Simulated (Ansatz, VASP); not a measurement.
## Two plane-wave programs on Sr

INCAR

```
SYSTEM = Sr
AGGAC    = 1.0          
AGGAX    = 1.0          
ALDAC    = 0.0          
ALDAX    = 1.0          
ALGO     = Normal         ! electronic algorithm
EDIFF    = 1E-6           ! SCF threshold, eV
ENCUT    = 500            ! plane-wave cutoff, eV
GGA      = B5             ! functional
GGA_COMPAT= .False.      
ISIF     = 2              ! what is computed and relaxed
ISMEAR   = -1             ! smearing method
LASPH    = .True.         ! aspherical terms in the spheres
LCHARG   = .False.        ! write CHGCAR
LREAL    = .False.        ! projectors in reciprocal space
LWAVE    = .False.        ! write WAVECAR
NBANDS   = 11             ! bands
NELM     = 120            ! most SCF steps
PREC     = Accurate       ! precision mode
SIGMA    = 0.1            ! smearing width, eV
```

The input KPOINTS:

```
k-points
0
Gamma
  9 9 9
  0 0 0
```

File POSCAR:

```
Sr
1.0
    3.8576340462      0.0000000000      0.0000000000
    0.0000000000      3.8576340462      0.0000000000
    0.0000000000      0.0000000000      3.8576340462
Sr
1
Direct
    0.0000000000      0.0000000000      0.0000000000
```

Input for Ansatz:

```yaml
crystal:
  lattice:
    - [3.8576340462, 0.0, 0.0]
    - [0.0, 3.8576340462, 0.0]
    - [0.0, 0.0, 3.8576340462]
  atoms:
    - { symbol: Sr, position: [0.0, 0.0, 0.0] }
hamiltonian:
  xc: blyp
  pseudopotentials:
    kind: paw
    azcp:
      Sr: "pseudopotentials/Sr.paw.azcp"
basis:
  ecutwfc: 420
  fft_grid_basis: typed
kpoints:
  mp_grid: { grid: [9, 9, 9], shift: [0, 0, 0] }
magnetization:
  spin_polarized: false
scf:
  occupations: { method: fermi_dirac, width: 0.1 }
  lower_state_search: "off"
output:
  stress: true
```

Alike in both runs: task single point; functional BLYP; k mesh 9 × 9 × 9; occupations fermi-dirac, width 0.1 eV; no spin polarisation.

|  | VASP | Ansatz |
| --- | --- | --- |
| version | VASP 6.6.1 | Ansatz 0.2.0 |
| potentials or method | VASP PAW PBE potentials, release 64 (Sr_sv), cutoff 500 eV | plane waves (420 eV) with PAW, scalar-relativistic |
| valence electrons in the cell | 10 | 10 |

|  | VASP | Ansatz | Ansatz less VASP |
| --- | --- | --- | --- |
| pressure (GPa) | 0.4 | 0.5 | +0.03 |

VASP's potentials were made for PBE, not for BLYP.
